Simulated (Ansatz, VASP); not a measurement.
**Mg: VASP beside Ansatz**

```
Mg
1.0
     3.14432    0.00000    0.00000
    -1.57216    2.72306    0.00000
     0.00000    0.00000    5.10487
Mg
2
Cartesian
  0.0000 1.8154 1.2762
  1.5722 0.9077 3.8287
```

Change from the starting cell: volume scaled by 0.9405, PAW files.

Alike in both runs: task electric field gradients; functional PBE; k mesh 12 × 12 × 7; occupations fermi-dirac, width 0.05 eV; no spin polarisation.

```csv
,VASP,Ansatz
version,VASP 6.6.1,Ansatz 0.2.0
potentials or method,"VASP PAW PBE potentials, release 64 (Mg)","PAW with Ansatz's default frozen-core files, scalar-relativistic"
plane-wave cutoff (eV),520,420
valence electrons in the cell,4,20
```

VASP gave:

* pressure (GPa): 1.8
* traceless stress, the component that is largest in VASP (GPa): -0.63
* size of Vzz on the site where it differs most (V/Å²): 1.1

Question: Which values does Ansatz return?

Answer: Pressure (GPa): 1.9; traceless stress, the component that is largest in VASP (GPa): -0.63; size of Vzz on the site where it differs most (V/Å²): 1.2.

The functional is the same, so the differences come from potentials, cutoffs and numerics. VASP's potentials hold 4 valence electrons a cell and Ansatz's 20, so a difference there can come from the potentials and not from the codes.
